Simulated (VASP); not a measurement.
# TaN (P6_3/mmc) in VASP: notebook

Runs on TaN. Level: PBEsol. Tasks: electric field gradients.

All numbers are computed with VASP 6.6.1; they aren't measurements. Logs are shortened: lines on timing, memory, paths and dates and some standing lists are left out, and cuts for length are marked.

## (1) The cell of the first run

It takes space group P6_3/mmc (No. 194, hexagonal). The conventional cell has a = 3.048 Å, b = 3.048 Å, c = 4.820 Å, α = 90.00°, β = 90.00°, γ = 120.00°. Ta (site symmetry -3m) has 6 N at 2.13 Å and 2 Ta at 2.41 Å within 2.8 Å. Within 2.8 Å of N (site symmetry -6m2) lie 6 Ta at 2.13 Å.

## (2) Electric field gradients, PBEsol (zz strain of -2 %)

Input file INCAR:

```
SYSTEM = TaN
ALGO     = Normal         ! electronic algorithm
EDIFF    = 1E-8           ! SCF threshold, eV
ENCUT    = 520            ! plane-wave cutoff, eV
GGA      = PS             ! functional
ISIF     = 2              ! what is computed and relaxed
ISMEAR   = -1             ! smearing method
LASPH    = .TRUE.         ! aspherical terms in the spheres
LCHARG   = .FALSE.        ! write CHGCAR
LEFG     = .TRUE.       
LREAL    = .FALSE.        ! projectors in reciprocal space
LWAVE    = .FALSE.        ! write WAVECAR
NBANDS   = 24             ! bands
NELM     = 60             ! most SCF steps
PREC     = Accurate       ! precision mode
SIGMA    = 0.01           ! smearing width, eV
```

Input file KPOINTS:

```
k-points
0
G
  11 11 6
  0 0 0
```

Input file POSCAR:

```
TaN
1.0
    3.0480019786      0.0000000000      0.0000000000
   -1.5240009893      2.6396471442      0.0000000000
    0.0000000000      0.0000000000      4.8196400000
Ta N
2 2
Direct
    0.0000000000      0.0000000000      0.0000000000
    0.0000000000      0.0000000000      0.5000000000
    0.3333333333      0.6666666667      0.2500000000
    0.6666666667      0.3333333333      0.7500000000
```

Potentials or basis: VASP PAW PBE potentials, release 64 (Ta_pv, N).

Launch:

```sh
$ cat potpaw_PBE.64/Ta_pv/POTCAR potpaw_PBE.64/N/POTCAR > POTCAR
$ mpirun -np 1 vasp_std > vasp.out
```

OUTCAR:

```text
SYSTEM = TaN
   EDIFF = 1E-8
   ENCUT = 520
   GGA = PS
   ISIF = 2
   ISMEAR = -1
   LASPH = .TRUE.
   LREAL = .FALSE.
   NELM = 60
   PREC = Accurate

 ion  position               nearest neighbor table
   1  0.000  0.000  0.000-   3 2.13   4 2.13   3 2.13   4 2.13   4 2.13   3 2.13   2 2.41   2 2.41

   2  0.000  0.000  0.500-   3 2.13   4 2.13   3 2.13   4 2.13   4 2.13   3 2.13   1 2.41   1 2.41

   3  0.333  0.667  0.250-   1 2.13   2 2.13   1 2.13   2 2.13   1 2.13   2 2.13
   4  0.667  0.333  0.750-   1 2.13   2 2.13   1 2.13   2 2.13   1 2.13   2 2.13

  LATTYP: Found a hexagonal cell.
 ALAT       =     3.0480019786
 C/A-ratio  =     1.5812456927

  Lattice vectors:

 A1 = (   3.0480019786,   0.0000000000,   0.0000000000)
 A2 = (  -1.5240009893,   2.6396471442,   0.0000000000)
 A3 = (   0.0000000000,   0.0000000000,   4.8196400000)

Analysis of symmetry for initial positions (statically):
=====================================================================
 Subroutine PRICEL returns:
 Original cell was already a primitive cell.

 Routine SETGRP: Setting up the symmetry group for a
 hexagonal supercell.

 Subroutine GETGRP returns: Found 24 space group operations
 (whereof 12 operations were pure point group operations)
 out of a pool of 24 trial point group operations.

The static configuration has the point symmetry D_3d.
 The point group associated with its full space group is D_6h.

Analysis of symmetry for dynamics (positions and initial velocities):
=====================================================================
 Subroutine PRICEL returns:
 Original cell was already a primitive cell.

 Routine SETGRP: Setting up the symmetry group for a
 hexagonal supercell.

 Subroutine GETGRP returns: Found 24 space group operations
 (whereof 12 operations were pure point group operations)
 out of a pool of 24 trial point group operations.

The dynamic configuration has the point symmetry D_3d.
 The point group associated with its full space group is D_6h.

 Subroutine INISYM returns: Found 24 space group operations
 (whereof 12 operations are pure point group operations),
 and found     1 'primitive' translations

----------------------------------------------------------------------------------------

                                     Primitive cell

  volume of cell :      38.7771

  direct lattice vectors                    reciprocal lattice vectors
     3.048001979  0.000000000  0.000000000     0.328083777  0.189419257  0.000000000
    -1.524000989  2.639647144  0.000000000     0.000000000  0.378838513  0.000000000
     0.000000000  0.000000000  4.819640000     0.000000000  0.000000000  0.207484376

  length of vectors
     3.048001979  3.048001979  4.819640000     0.378838513  0.378838513  0.207484376

  position of ions in fractional coordinates (direct lattice)
     0.000000000  0.000000000  0.000000000
     0.000000000  0.000000000  0.500000000
     0.333333333  0.666666667  0.250000000
     0.666666667  0.333333333  0.750000000

  ion indices of the primitive-cell ions
   primitive index   ion index
                 1           1
                 2           2
                 3           3
                 4           4

----------------------------------------------------------------------------------------

 KPOINTS: k-points

Automatic generation of k-mesh.
 Grid dimensions read from file:
 generate k-points for:   11   11    6

 Generating k-lattice:

  Cartesian coordinates                     Fractional coordinates (reciprocal lattice)
     0.029825798  0.017219932  0.000000000     0.090909091 -0.000000000  0.000000000
     0.000000000  0.034439865  0.000000000     0.000000000  0.090909091  0.000000000
     0.000000000  0.000000000  0.034580729     0.000000000  0.000000000  0.166666667

  Length of vectors
     0.034439865  0.034439865  0.034580729

  Shift w.r.t. Gamma in fractional coordinates (k-lattice)
     0.000000000  0.000000000  0.000000000

 Subroutine IBZKPT returns following result:
 ===========================================

 Found     64 irreducible k-points:

 Following reciprocal coordinates:
            Coordinates               Weight
  0.000000  0.000000  0.000000      1.000000
  0.090909 -0.000000  0.000000      6.000000
  0.181818 -0.000000  0.000000      6.000000
  0.272727  0.000000  0.000000      6.000000
  0.363636 -0.000000  0.000000      6.000000
  0.454545 -0.000000  0.000000      6.000000
[... 16 lines left out ...]
  0.090909  0.090909  0.166667     12.000000
  0.181818  0.090909  0.166667     24.000000
 [... further k-points ...]
   k-points           NKPTS =     64   k-points in BZ     NKDIM =     64   number of bands    NBANDS=     24
   number of dos      NEDOS =    301   number of ions     NIONS =      4
   total plane-waves  NPLWV =  20736
   dimension x,y,z NGX =    24 NGY =   24 NGZ =   36
   dimension x,y,z NGXF=    48 NGYF=   48 NGZF=   72
   ions per type =               2   2
   NGX,Y,Z   is equivalent  to a cutoff of  13.09, 13.09, 12.42 a.u.
   NGXF,Y,Z  is equivalent  to a cutoff of  26.18, 26.18, 24.84 a.u.
 SYSTEM =  TaN
   PREC   = accura    normal or accurate (medium, high low for compatibility)
   ISTART =      0    job   : 0-new  1-cont  2-samecut
   ICHARG =      2    charge: 1-file 2-atom 10-const
   ISPIN  =      1    spin polarized calculation?
   LNONCOLLINEAR =      F non collinear calculations
   LSORBIT =      F    spin-orbit coupling
   LASPH  =      T    aspherical Exc in radial PAW
   ENCUT  =  520.0 eV  38.22 Ry    6.18 a.u.   5.67  5.67  8.96*2*pi/ulx,y,z
   NELM   =     60;   NELMIN=  2; NELMDL= -5     # of ELM steps
   EDIFF  = 0.1E-07   stopping-criterion for ELM
   LREAL  =      F    real-space projection
   EDIFFG = 0.1E-06   stopping-criterion for IOM
   NSW    =      0    number of steps for IOM
   IBRION =     -1    ionic relax: 0-MD 1-quasi-New 2-CG
   NFREE  =      0    steps in history (QN), initial steepest desc. (CG)
   ISIF   =      2    stress and relaxation
   ISYM   =      2    0-nonsym 1-usesym 2-fastsym
   POTIM  = 0.5000    time-step for ionic-motion
   TEBEG  =    0.0;   TEEND  =   0.0 temperature during run
   PSTRESS=    0.0 pullay stress
   NELECT =      32.0000    total number of electrons
   NUPDOWN=      -1.0000    fix difference up-down
   EMIN   =  10.00;   EMAX   =-10.00  energy-range for DOS
   EFERMI =   0.00;   METHOD = LEGACY
   ISMEAR =    -1;   SIGMA  =   0.01  broadening in eV -4-tet -1-fermi 0-gaus
   EFERMI_NEDOS =   21; number of points for ismear=-14 and -15
   IALGO  =     38    algorithm
   IMIX   =      4    mixing-type and parameters
     AMIX     =   0.40;   BMIX     =  1.00
     AMIX_MAG =   1.60;   BMIX_MAG =  1.00
  volume/ion in A,a.u.               =       9.69        65.42
  Fermi-wavevector in a.u.,A,eV,Ry     =   1.535558  2.901784 32.081703  2.357939
  Thomas-Fermi vector in A             =   2.642330
   LORBIT       =      0    0 simple, 1 ext, 2 COOP (PROOUT), +10 PAW based schemes
   GGA     = PS    functional components
   LHFCALC =     F    Hartree Fock is set to
   AEXX    =    0.0000 exact exchange contribution
   IVDW    =     0    specifies the selected vdW correction
   LEPSILON=     F    determine dielectric tensor
   LRPA    =     F    only Hartree local field effects (RPA)
 non-spin polarized calculation
  energy-cutoff  :      520.00
  volume of cell :       38.78
 maximum number of plane-waves:      1085
 NGX is ok and might be reduce to    24
   NGX = 11   NGY = 11   NGZ = 17

 number of electron      31.9999995 magnetization

 Free energy of the ion-electron system (eV)
  ---------------------------------------------------
  ext. energy  EPLUGINS =         0.00000000
  ---------------------------------------------------
  free energy    TOTEN  =       -43.73933965 eV

  energy without entropy =      -43.73908706  energy(sigma->0) =      -43.73921335

 E-fermi :   9.9803     XC(G=0): -14.0100

 val. band max:        9.9500179009   @ k =   0.0909  -0.0000   0.5000
 cond. band min:       9.9826221908   @ k =   0.1818   0.1818   0.0000
 fundamental gap:      0.0326042899
 Fermi energy:         9.9803376366

 k-point     1 :       0.0000    0.0000    0.0000
  band No.  band energies     occupation
      1     -27.4398      2.00000
      2     -25.3386      2.00000
      3     -25.3386      2.00000
      4     -24.8854      2.00000
      5     -24.8854      2.00000
      6     -23.9142      2.00000
[... 637 lines left out ...]
     23      16.5354      0.00000
     24      16.9340      0.00000

 [... further k-points ...]
[... 5 lines left out ...]
  --------------------------------------------------------------------------------------
  -------------------------------------------------------------------------------------
  Total        7.4972218      7.4972218     31.2048945      0.0000000     -0.0000000      0.0000000
  in kB      309.7670503    309.7670503   1289.3106783      0.0000000     -0.0000000      0.0000000
  external PRESSURE =     636.2815929 kB  Pullay stress =       0.0000000 kB

 VOLUME and BASIS-vectors are now :
 -----------------------------------------------------------------------------
  energy-cutoff  :      520.00
  volume of cell :       38.78
      direct lattice vectors                 reciprocal lattice vectors
     3.048001979  0.000000000  0.000000000     0.328083777  0.189419257  0.000000000
    -1.524000989  2.639647144  0.000000000     0.000000000  0.378838513  0.000000000
     0.000000000  0.000000000  4.819640000     0.000000000  0.000000000  0.207484376

 POSITION                                       TOTAL-FORCE (eV/Angst)
 -----------------------------------------------------------------------------------
      0.00000      0.00000      0.00000        -0.000000      0.000000     -0.000000
      0.00000      0.00000      2.40982        -0.000000      0.000000     -0.000000
     -0.00000      1.75976      1.20491        -0.000000     -0.000000     -0.000000
      1.52400      0.87988      3.61473         0.000000      0.000000      0.000000
 -----------------------------------------------------------------------------------
    total drift:                               -0.000000      0.000000      0.000000

  FREE ENERGIE OF THE ION-ELECTRON SYSTEM (eV)
  ---------------------------------------------------
  free  energy   TOTEN  =       -43.7393396541 eV

  energy  without entropy=      -43.7390870555  energy(sigma->0) =      -43.73921335

 Electric field gradients (V/A^2)
---------------------------------------------------------------------
 ion       V_xx      V_yy      V_zz      V_xy      V_xz      V_yz
---------------------------------------------------------------------
   1      77.915    77.914  -155.829    -0.000     0.000    -0.000
   2      77.915    77.914  -155.829    -0.000    -0.000     0.000
   3      -3.111    -3.110     6.221     0.001     0.000     0.000
   4      -3.111    -3.110     6.221     0.001    -0.000     0.000
---------------------------------------------------------------------

 Electric field gradients after diagonalization (V/A^2)
 (convention: |V_zz| > |V_xx| > |V_yy|)
----------------------------------------------------------------------
 ion       V_xx      V_yy      V_zz     asymmetry (V_yy - V_xx)/ V_zz
----------------------------------------------------------------------
   1      77.915    77.914  -155.829       0.000
   2      77.915    77.914  -155.829       0.000
   3      -3.111    -3.110     6.221       0.000
   4      -3.111    -3.110     6.221       0.000
----------------------------------------------------------------------

           NMR quadrupolar parameters

 Cq : quadrupolar parameter    Cq=e*Q*V_zz/h
 eta: asymmetry parameters     (V_yy - V_xx)/ V_zz
 Q  : nuclear electric quadrupole moment in mb (millibarn)
----------------------------------------------------------------------
 ion       Cq(MHz)       eta       Q (mb)
----------------------------------------------------------------------
   1      -0.377       0.000       1.000
   2      -0.377       0.000       1.000
   3       0.015       0.000       1.000
   4       0.015       0.000       1.000
----------------------------------------------------------------------
```

It took 22 s on 1 thread of Intel Xeon 6975P-C (Granite Rapids), shared host; peak memory 0.18 GiB.

What came out:

| Quantity | Value |
| --- | --- |
| Free energy | -43.7393 eV |
| Pressure | 63.6 GPa |
| Band gap on the k mesh | zero (band 16 reaches 10.74 eV, above the bottom of band 17 at 7.82 eV) |

Electric field gradients, principal values (V/Å²):
```tsv
atom	least	middle	greatest (by size)
1 Ta	77.914	77.915	-155.829
2 Ta	77.914	77.915	-155.829
3 N	-3.110	-3.111	6.221
4 N	-3.110	-3.111	6.221
```

Caveat: the cell differs from its parent crystal (zz strain of -2 %); without QUAD_EFG the Cq values of the log hold for a quadrupole moment of 1 mb, not for the nuclei; the PAW data sets were made with another functional, which shifts forces and pressure a little; spin-orbit coupling is left out, which moves the levels of the heavy elements.

(Part 1 of 2 ends here.)
